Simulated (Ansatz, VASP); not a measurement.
**One calculation of Hf, two programs**

```
Hf
1.0
     0.00000    2.94089    2.94089
     2.94089    0.00000    2.94089
     2.94089    2.94089    0.00000
Hf
2
Direct
  0.50000 0.50000 0.50000
  0.75000 0.75000 0.75000
```

Alike in both runs: task single point; functional PBE; k mesh 6 × 6 × 6; occupations gaussian, width 0.1 eV; no spin polarisation.

```csv
,VASP,Ansatz
version,VASP 6.6.1,Ansatz 0.2.0
potentials or method,"VASP PAW PBE potentials, release 64 (Hf_pv), cutoff 500 eV","scalar-relativistic, plane waves, PAW"
valence electrons in the cell,20,52
```

Ansatz gave:

```
gap on the k mesh at the Fermi level (eV) : none
pressure (GPa)                            : 13.7
```

Which values does VASP return?

gap on the k mesh at the Fermi level (eV): none; pressure (GPa): 13.1.

A gap of «none» marks a metal or a gap that the smearing closes. The functional is the same, so the differences come from potentials, cutoffs and numerics. VASP's potentials hold 20 valence electrons a cell and Ansatz's 52, so a difference there can come from the potentials and not from the codes.

Neither program's run includes spin-orbit coupling.
